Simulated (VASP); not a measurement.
Sn4SeS3, 8 atoms in the cell. The structure is tetragonal, space group I4/mmm (No. 139). The conventional cell has a = 5.908 Å, b = 5.908 Å, c = 11.805 Å, α = 90.00°, β = 90.00°, γ = 90.00°. Sn (site symmetry 4mm) has 5 S at 2.88 to 2.95 Å and 1 Se at 3.02 Å within 3.8 Å. Sn (site symmetry mmm) has 4 S at 2.95 Å and 2 Se at 2.95 Å within 3.9 Å. Se (site symmetry 4/mmm) has 6 Sn at 2.95 to 3.02 Å within 3.9 Å. S (site symmetry 4/mmm) has 6 Sn at 2.88 to 2.95 Å within 3.8 Å. Within 3.9 Å of S (site symmetry -4m2) lie 6 Sn at 2.95 Å. 

- Program: VASP 6.6.1
- Task: single point
- Functional: PBE
- Potentials or basis: VASP PAW PBE potentials, release 64 (Sn_d, Se, S)
- Cutoff: 520 eV
- k mesh: 8 × 8 × 8
- Occupations: gaussian, width 0.02 eV
- Spin: no spin polarisation
- Dipole correction: no
- Further INCAR settings: ALGO = Normal; EDIFF = 1e-06; NBANDS = 50

Potentials or basis: VASP PAW PBE potentials, release 64 (Sn_d, Se, S).

Launch:

```sh
$ cat potpaw_PBE.64/Sn_d/POTCAR potpaw_PBE.64/Se/POTCAR potpaw_PBE.64/S/POTCAR > POTCAR
$ mpirun -np 1 vasp_std > vasp.out
```

Hardware: 1 thread of Intel Xeon 8259CL, with other jobs on the host.

How long does it take, and how much memory?

It took 29 min on 1 thread of Intel Xeon 8259CL, with other jobs on the host, peak memory 0.73 GiB. Counts: scf iterations 14, k points 59.
